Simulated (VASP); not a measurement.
Al2BP3: single point with PBE

The system is Al2BP3.

```
Al B P
1.0
     2.44956    1.41426    4.00684
    -2.44956    1.41426    4.00684
     0.00000   -2.82851    4.00684
Al B P
2 1 3
Direct
  0.12945 0.12945 0.12945
  0.87055 0.87055 0.87055
  0.50000 0.50000 0.50000
  0.00000 0.50000 0.50000
  0.50000 0.00000 0.50000
  0.50000 0.50000 0.00000
```

The cell was generated, and may not be a known phase.

| Item | Value |
| --- | --- |
| Program | VASP 6.6.1 |
| Task | single point |
| Functional | PBE |
| Potentials or basis | VASP PAW PBE potentials, release 64 (Al, B, P) |
| Cutoff | 520 eV |
| k mesh | 6 × 6 × 6 |
| Occupations | gaussian, width 0.1 eV |
| Spin | no spin polarisation |

| Item | Value |
| --- | --- |
| Pressure | -0.4 GPa |
| Largest force | 0.009 eV/Å |
| Band gap on the k mesh | zero (bands 12 and 13 overlap by 2.04 eV) |

Forces in eV/Å, atoms in the order of the input:
```
Al   0.000  0.000  0.009
Al   0.000  0.000 -0.009
B    0.000  0.000  0.000
P    0.000  0.000  0.000
P    0.000  0.000  0.000
P    0.000  0.000  0.000
```

Stress tensor (GPa, compression positive):
```
-0.54  0.00  0.00
 0.00 -0.54  0.00
 0.00  0.00  0.02
```

Levels at points of the mesh, in eV from the Fermi level:
```tsv
k point	band 9	band 10	band 11	band 12	band 13	band 14	band 15	band 16
(0.00, 0.00, 0.00)	-4.22	-3.42	-3.42	-1.06	-0.73	-0.73	0.60	5.17
(0.50, 0.00, 0.00)	-1.97	-1.73	-1.60	-1.42	-0.98	-0.59	2.56	3.87
(0.50, 0.50, 0.00)	-1.52	-1.23	-0.89	-0.79	-0.15	0.13	2.28	2.53
(0.50, 0.50, 0.50)	-1.31	-1.31	-0.74	-0.44	-0.44	-0.30	3.03	3.45
```

Wall time 66 s on 1 thread of Intel Xeon 8259CL, with other jobs on the host, peak memory 0.22 GiB.
